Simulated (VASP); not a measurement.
# Hg (P6_3/mmc) in VASP: notebook, part 2 of 2

VASP 6.6.1.

## 3. Single point, PBEsol+D3(BJ)

This run uses another cell than the first one, of 23.08 Å³/atom.

INCAR

```
SYSTEM = Hg
  PREC = Accurate
  ENCUT = 520
  EDIFF = 1E-6
  ISMEAR = 0
  SIGMA = 0.15
  LREAL = .False.
  LASPH = .True.
  NELM = 100
  ALGO = Fast
  ISIF = 2
  LWAVE = .False.
  LCHARG = .False.
  GGA = PS
  IVDW = 12
  NBANDS = 19
```

KPOINTS

```
Automatic mesh
0
Gamma
  18 18 10
  0 0 0
```

POSCAR

```
Hg
1.0
    3.0358000000      0.0000000000      0.0000000000
   -1.5179000000      2.6290799208      0.0000000000
    0.0000000000      0.0000000000      5.7834000000
Hg
2
Direct
    0.6666666667      0.3333333333      0.7500000000
    0.3333333333      0.6666666667      0.2500000000
```

Potentials or basis: VASP PAW PBE potentials, release 64 (Hg).

Run with:

```bash
cat potpaw_PBE.64/Hg/POTCAR > POTCAR
mpirun -np 1 vasp_std > vasp.out
```

OUTCAR:

```text
SYSTEM = Hg
   PREC = Accurate
   ENCUT = 520
   EDIFF = 1E-6
   ISMEAR = 0
   LREAL = .False.
   LASPH = .True.
   NELM = 100
   ISIF = 2
   GGA = PS
   IVDW = 12
 IVDW          = 12

 ion  position               nearest neighbor table
   1  0.667  0.333  0.750-   2 3.38   2 3.38   2 3.38   2 3.38   2 3.38   2 3.38
   2  0.333  0.667  0.250-   1 3.38   1 3.38   1 3.38   1 3.38   1 3.38   1 3.38

  LATTYP: Found a hexagonal cell.
 ALAT       =     3.0358000000
 C/A-ratio  =     1.9050662099

  Lattice vectors:

 A1 = (   3.0358000000,   0.0000000000,   0.0000000000)
 A2 = (  -1.5179000000,   2.6290799208,   0.0000000000)
 A3 = (   0.0000000000,   0.0000000000,   5.7834000000)

Analysis of symmetry for initial positions (statically):
=====================================================================
 Subroutine PRICEL returns:
 Original cell was already a primitive cell.

 Routine SETGRP: Setting up the symmetry group for a
 hexagonal supercell.

 Subroutine GETGRP returns: Found 24 space group operations
 (whereof 12 operations were pure point group operations)
 out of a pool of 24 trial point group operations.

The static configuration has the point symmetry D_3d.
 The point group associated with its full space group is D_6h.

Analysis of symmetry for dynamics (positions and initial velocities):
=====================================================================
 Subroutine PRICEL returns:
 Original cell was already a primitive cell.

 Routine SETGRP: Setting up the symmetry group for a
 hexagonal supercell.

 Subroutine GETGRP returns: Found 24 space group operations
 (whereof 12 operations were pure point group operations)
 out of a pool of 24 trial point group operations.

The dynamic configuration has the point symmetry D_3d.
 The point group associated with its full space group is D_6h.

 Subroutine INISYM returns: Found 24 space group operations
 (whereof 12 operations are pure point group operations),
 and found     1 'primitive' translations
[... 112 lines left out ...]
   IALGO  =     68    algorithm
   IMIX   =      4    mixing-type and parameters
     AMIX     =   0.40;   BMIX     =  1.00
     AMIX_MAG =   1.60;   BMIX_MAG =  1.00
  volume/ion in A,a.u.               =      23.08       155.75
  Fermi-wavevector in a.u.,A,eV,Ry     =   1.316412  2.487658 23.578090  1.732941
  Thomas-Fermi vector in A             =   2.446526
   LORBIT       =      0    0 simple, 1 ext, 2 COOP (PROOUT), +10 PAW based schemes
   GGA     = PS    functional components
   LHFCALC =     F    Hartree Fock is set to
   AEXX    =    0.0000 exact exchange contribution
   IVDW    =    12    specifies the selected vdW correction
   LEPSILON=     F    determine dielectric tensor
   LRPA    =     F    only Hartree local field effects (RPA)
 non-spin polarized calculation
 RMM-DIIS sequential band-by-band and
 Gauss-broadening in eV      SIGMA  =   0.15
  energy-cutoff  :      520.00
  volume of cell :       46.16
 maximum number of plane-waves:      1261
 NGX is ok and might be reduce to    24
   NGX = 11   NGY = 11   NGZ = 21

 number of electron      24.0000007 magnetization

 Free energy of the ion-electron system (eV)
  ---------------------------------------------------
  ext. energy  EPLUGINS =         0.00000000
  ---------------------------------------------------
  free energy    TOTEN  =        -1.05276686 eV

  energy without entropy =       -1.04246217  energy(sigma->0) =       -1.04761452

 E-fermi :   2.7595     XC(G=0): -11.1604

 val. band max:        2.7575826577   @ k =   0.0556   0.0556   0.2000
 cond. band min:       2.7661119894   @ k =   0.3333   0.1667   0.1000
 fundamental gap:      0.0085293317
 Fermi energy:         2.7594560017

 k-point     1 :       0.0000    0.0000    0.0000
  band No.  band energies     occupation
      1      -6.6522      2.00000
      2      -5.8016      2.00000
      3      -4.7195      2.00000
      4      -4.3670      2.00000
      5      -4.3670      2.00000
      6      -4.2947      2.00000
[... 505 lines left out ...]
      6      -3.9953      2.00000
[... 11 lines left out ...]
     18      13.9338      0.00000
     19      15.1192      0.00000

 [... further k-points ...]

------------------------ aborting loop because EDIFF is reached ----------------------------------------

 Edisp (eV)   -0.86555

 E8    (eV) :    -0.5871

  FORCE on cell =-STRESS in cart. coord.  units (eV):
  Direction    XX          YY          ZZ          XY          YZ          ZX
  --------------------------------------------------------------------------------------
  -------------------------------------------------------------------------------------
  Total      -0.32086    -0.32086    -0.91504     0.00000     0.00000     0.00000
  in kB     -11.13681   -11.13681   -31.76059     0.00000     0.00000     0.00000
  external pressure =      -18.01 kB  Pullay stress =        0.00 kB

 VOLUME and BASIS-vectors are now :
 -----------------------------------------------------------------------------
  energy-cutoff  :      520.00
  volume of cell :       46.16
      direct lattice vectors                 reciprocal lattice vectors
     3.035800000  0.000000000  0.000000000     0.329402464  0.190180601  0.000000000
    -1.517900000  2.629079921  0.000000000     0.000000000  0.380361202  0.000000000
     0.000000000  0.000000000  5.783400000     0.000000000  0.000000000  0.172908670

 POSITION                                       TOTAL-FORCE (eV/Angst)
 -----------------------------------------------------------------------------------
      1.51790      0.87636      4.33755         0.000000     -0.000000      0.000000
     -0.00000      1.75272      1.44585        -0.000000      0.000000      0.000000
 -----------------------------------------------------------------------------------
    total drift:                               -0.000000      0.000000     -0.000000

  FREE ENERGIE OF THE ION-ELECTRON SYSTEM (eV)
  ---------------------------------------------------
  free  energy   TOTEN  =        -1.9183195068 eV

  energy  without entropy=       -1.9080148179  energy(sigma->0) =       -1.91316716
```

OSZICAR:

```text
N       E                     dE             d eps       ncg     rms          rms(c)
DAV:   1     0.182640812282E+03    0.18264E+03   -0.12602E+04  8444   0.123E+03
DAV:   2     0.300369804287E+01   -0.17964E+03   -0.17167E+03  8760   0.321E+02
DAV:   3    -0.116692985443E+01   -0.41706E+01   -0.41553E+01  9609   0.539E+01
DAV:   4    -0.117381750273E+01   -0.68876E-02   -0.68860E-02  9296   0.210E+00
DAV:   5    -0.117382713642E+01   -0.96337E-05   -0.96340E-05  9386   0.773E-02    0.606E+00
RMM:   6    -0.106389162398E+01    0.10994E+00   -0.22223E-01  8491   0.398E+00    0.450E+00
RMM:   7    -0.105388798868E+01    0.10004E-01   -0.40074E-02  8800   0.135E+00    0.159E+00
RMM:   8    -0.105273350656E+01    0.11545E-02   -0.56251E-03  8930   0.876E-01    0.115E-01
RMM:   9    -0.105275591807E+01   -0.22412E-04   -0.13220E-04  9342   0.110E-01    0.565E-02
RMM:  10    -0.105276675554E+01   -0.10837E-04   -0.35401E-05  9149   0.738E-02    0.574E-03
RMM:  11    -0.105276686107E+01   -0.10553E-06   -0.29704E-06  7253   0.159E-02
   1 F= -.19183195E+01 E0= -.19131672E+01  d E =-.103047E-01
```

Run time: 2 min. Hardware: 1 thread of Oxide Virtual Turin-like, shared host; peak memory 0.26 GiB.

What came out:

```
Free energy                : -1.9183 eV
Pressure                   : -1.8 GPa
Band gap on the k mesh     : zero (bands 12 and 13 overlap by 2.80 eV)
Dispersion energy per atom : -0.433 eV
```

Stress tensor (GPa, compression positive):
```
-1.11  0.00  0.00
 0.00 -1.11  0.00
 0.00  0.00 -3.18
```

Caveat: the PAW data sets were made with another functional, which shifts forces and pressure a little; spin-orbit coupling is left out, which moves the levels of the heavy elements.

## 4. Single point, PBEsol+D3(BJ)

This run uses another cell than the first one, of 23.13 Å³/atom.

INCAR

```
ALGO = Fast ; EDIFF = 1E-7
ENCUT = 520 ; GGA = PS
ISIF = 2 ; ISMEAR = 0
IVDW = 12 ; LASPH = T
LCHARG = T ; LELF = T
LREAL = F ; LVHAR = T
LWAVE = F ; NBANDS = 19
NELM = 100 ; PREC = Accurate
SIGMA = 0.15
```

KPOINTS

```
k-points
0
Gamma
  18 18 10
```

POSCAR

```
Hg
1.0
    3.1935000000      0.0000000000      0.0000000000
   -1.5967500000      2.7656521270      0.0000000000
    0.0000000000      0.0000000000      5.2374000000
Hg
2
Direct
    0.6666666667      0.3333333333      0.7500000000
    0.3333333333      0.6666666667      0.2500000000
```

Run with:

```bash
cat potpaw_PBE.64/Hg/POTCAR > POTCAR
mpirun -np 1 vasp_std > vasp.out
```

Wall time 2.1 min (1 thread of Oxide Virtual Turin-like, shared host); peak memory 0.25 GiB.

It converged, with:

```
Free energy                : -1.9453 eV
Pressure                   : -1.9 GPa
Band gap on the k mesh     : zero (bands 12 and 13 overlap by 1.70 eV)
Dispersion energy per atom : -0.432 eV
```

Stress tensor (GPa, compression positive):
```
-1.79  0.00  0.00
 0.00 -1.79  0.00
 0.00  0.00 -2.21
```

Levels at points of the mesh, in eV from the Fermi level:
```tsv
k point	band 8	band 9	band 10	band 11	band 12	band 13	band 14	band 15	band 16	band 17
(0.00, 0.00, 0.00)	-6.42	-6.42	-5.72	-5.72	-1.61	-1.45	12.96	12.96	13.24	14.42
(0.50, 0.00, 0.00)	-5.63	-5.61	-5.54	-2.22	-2.16	2.87	3.04	4.15	7.20	7.33
(0.00, 0.00, 0.50)	-6.51	-5.95	-5.95	-5.95	-5.95	6.74	6.74	13.50	13.50	13.99
(0.50, 0.00, 0.50)	-5.71	-5.57	-5.57	-1.21	-1.21	-0.20	-0.20	9.45	9.45	9.97
```

Caveat: the PAW data sets were made with another functional, which shifts forces and pressure a little; spin-orbit coupling is left out, which moves the levels of the heavy elements.

## 5. Single point, PBEsol+D3(BJ)

This run uses another cell than the first one, of 23.15 Å³/atom.

INCAR

```
SYSTEM = Hg
PREC = Accurate
ENCUT = 520
EDIFF = 1E-7
ISMEAR = 0
SIGMA = 0.15
LREAL = .FALSE.
LASPH = .TRUE.
NELM = 60
ALGO = Fast
ISIF = 2
LWAVE = .FALSE.
LCHARG = .FALSE.
GGA = PS
IVDW = 12
NBANDS = 19
```

KPOINTS

```
regular mesh
0
G
  18 18 10
  0 0 0
```

POSCAR

```
Hg
1.0
    3.3118000000      0.0000000000      0.0000000000
   -1.6559000000      2.8681029323      0.0000000000
    0.0000000000      0.0000000000      4.8734000000
Hg
2
Direct
    0.6666666667      0.3333333333      0.7500000000
    0.3333333333      0.6666666667      0.2500000000
```

Potentials or basis: VASP PAW PBE potentials, release 64 (Hg).

Run with:

```bash
cat potpaw_PBE.64/Hg/POTCAR > POTCAR
mpirun -np 1 vasp_std > vasp.out
```

OUTCAR:

```text
SYSTEM = Hg
   PREC = Accurate
   ENCUT = 520
   EDIFF = 1E-7
   ISMEAR = 0
   LREAL = .FALSE.
   LASPH = .TRUE.
   NELM = 60
   ISIF = 2
   GGA = PS
   IVDW = 12
 IVDW          = 12

 ion  position               nearest neighbor table
   1  0.667  0.333  0.750-   2 3.10   2 3.10   2 3.10   2 3.10   2 3.10   2 3.10
   2  0.333  0.667  0.250-   1 3.10   1 3.10   1 3.10   1 3.10   1 3.10   1 3.10

  LATTYP: Found a hexagonal cell.
 ALAT       =     3.3118000000
 C/A-ratio  =     1.4715260583

  Lattice vectors:
[... 721 lines left out ...]

 Edisp (eV)   -0.86274

 E8    (eV) :    -0.5852

  FORCE on cell =-STRESS in cart. coord.  units (eV):
  Direction    XX          YY          ZZ          XY          YZ          ZX
  --------------------------------------------------------------------------------------
  -------------------------------------------------------------------------------------
  Total      -0.51546    -0.51546    -0.62430     0.00000    -0.00000     0.00000
  in kB     -17.84086   -17.84086   -21.60808     0.00000    -0.00000     0.00000
  external pressure =      -19.10 kB  Pullay stress =        0.00 kB

 VOLUME and BASIS-vectors are now :
 -----------------------------------------------------------------------------
  energy-cutoff  :      520.00
  volume of cell :       46.29
      direct lattice vectors                 reciprocal lattice vectors
     3.311800000  0.000000000  0.000000000     0.301950601  0.174331261  0.000000000
    -1.655900000  2.868102932  0.000000000     0.000000000  0.348662521  0.000000000
     0.000000000  0.000000000  4.873400000     0.000000000  0.000000000  0.205195551

 POSITION                                       TOTAL-FORCE (eV/Angst)
 -----------------------------------------------------------------------------------
      1.65590      0.95603      3.65505         0.000000      0.000000      0.000000
     -0.00000      1.91207      1.21835         0.000000      0.000000      0.000000
 -----------------------------------------------------------------------------------
    total drift:                                0.000000     -0.000000      0.000000

  FREE ENERGIE OF THE ION-ELECTRON SYSTEM (eV)
  ---------------------------------------------------
  free  energy   TOTEN  =        -1.9484633571 eV

  energy  without entropy=       -1.9406411367  energy(sigma->0) =       -1.94455225
```

OSZICAR:

```text
N       E                     dE             d eps       ncg     rms          rms(c)
DAV:   1     0.182462556725E+03    0.18246E+03   -0.12553E+04  8444   0.123E+03
DAV:   2     0.298406310647E+01   -0.17948E+03   -0.17173E+03  8826   0.322E+02
DAV:   3    -0.119062315336E+01   -0.41747E+01   -0.41591E+01  9691   0.538E+01
DAV:   4    -0.119706049632E+01   -0.64373E-02   -0.64361E-02  9294   0.206E+00
DAV:   5    -0.119706938976E+01   -0.88934E-05   -0.88934E-05  9279   0.747E-02    0.563E+00
RMM:   6    -0.109596132330E+01    0.10111E+00   -0.20394E-01  8468   0.380E+00    0.424E+00
RMM:   7    -0.108665915673E+01    0.93022E-02   -0.32867E-02  8734   0.122E+00    0.165E+00
RMM:   8    -0.108569452480E+01    0.96463E-03   -0.41980E-03  8966   0.780E-01    0.100E-01
RMM:   9    -0.108571576002E+01   -0.21235E-04   -0.14006E-04  9339   0.111E-01    0.455E-02
RMM:  10    -0.108572654721E+01   -0.10787E-04   -0.37509E-05  9219   0.754E-02    0.729E-03
RMM:  11    -0.108572587922E+01    0.66799E-06   -0.36701E-06  9459   0.172E-02    0.152E-03
RMM:  12    -0.108572600839E+01   -0.12917E-06   -0.23240E-07  6515   0.558E-03    0.958E-04
RMM:  13    -0.108572597665E+01    0.31742E-07   -0.19238E-08  5897   0.120E-03
   1 F= -.19484634E+01 E0= -.19445522E+01  d E =-.782222E-02
```

stdout:

```text
POSCAR found type information on POSCAR Hg
 POSCAR found :  1 types and       2 ions
 scaLAPACK will be used
 -----------------------------------------------------------------------------
|                                                                             |
|                                                                             |
|     You enforced a specific xc type in the INCAR file but a different       |
|     I HOPE YOU KNOW WHAT YOU ARE DOING!                                     |
|                                                                             |
 -----------------------------------------------------------------------------

 LDA part: xc-table for (Slater+PW92), standard interpolation
 POSCAR, INCAR and KPOINTS ok, starting setup
 FFT: planning ... GRIDC
 FFT: planning ... GRID_SOFT
 FFT: planning ... GRID
 WAVECAR not read
 entering main loop
WARNING in EDDRMM: call to ZHEGV failed, returncode =   8  4     18
```

It took 2.7 min on 1 thread of Oxide Virtual Turin-like, shared host; peak memory 0.26 GiB.

What came out:

```yaml
Free_energy: -1.9485 eV
Pressure: -1.9 GPa
Band_gap_on_the_k_mesh: zero (bands 12 and 13 overlap by 1.15 eV)
Dispersion_energy_per_atom: -0.431 eV
```

Caveat: the PAW data sets were made with another functional, which shifts forces and pressure a little; spin-orbit coupling is left out, which moves the levels of the heavy elements.

## 6. The runs side by side

| cell | further INCAR settings | gap on the mesh (eV) | pressure (GPa) |
| --- | --- | --- | --- |
| a = 3.075, b = 3.075, c = 5.601 Å, angles 90.0, 90.0, 120.0°, 2 atoms | ALGO = Fast; EDIFF = 1e-06; NBANDS = 19 | none | -1.7 |
| a = 3.036, b = 3.036, c = 5.783 Å, angles 90.0, 90.0, 120.0°, 2 atoms | ALGO = Fast; EDIFF = 1e-06; NBANDS = 19 | none | -1.8 |
| a = 3.193, b = 3.194, c = 5.237 Å, angles 90.0, 90.0, 120.0°, 2 atoms | ALGO = Fast; EDIFF = 1e-07; NBANDS = 19 | none | -1.9 |
| a = 3.312, b = 3.312, c = 4.873 Å, angles 90.0, 90.0, 120.0°, 2 atoms | ALGO = Fast; EDIFF = 1e-07; NBANDS = 19 | none | -1.9 |

Alike in all rows: task single point; level PBEsol+D3(BJ); potentials or basis VASP PAW PBE potentials, release 64 (Hg); no spin polarisation; k mesh 18 × 18 × 10; cutoff (eV) 520; smearing gaussian 0.15 eV.

Caveats: the PAW data sets were made with another functional, which shifts forces and pressure a little; spin-orbit coupling is left out, which moves the levels of the heavy elements.

Absolute energies hang on the potentials; compare differences alone.

The gap in the log of VASP goes by the Fermi energy; the results here count the filled bands.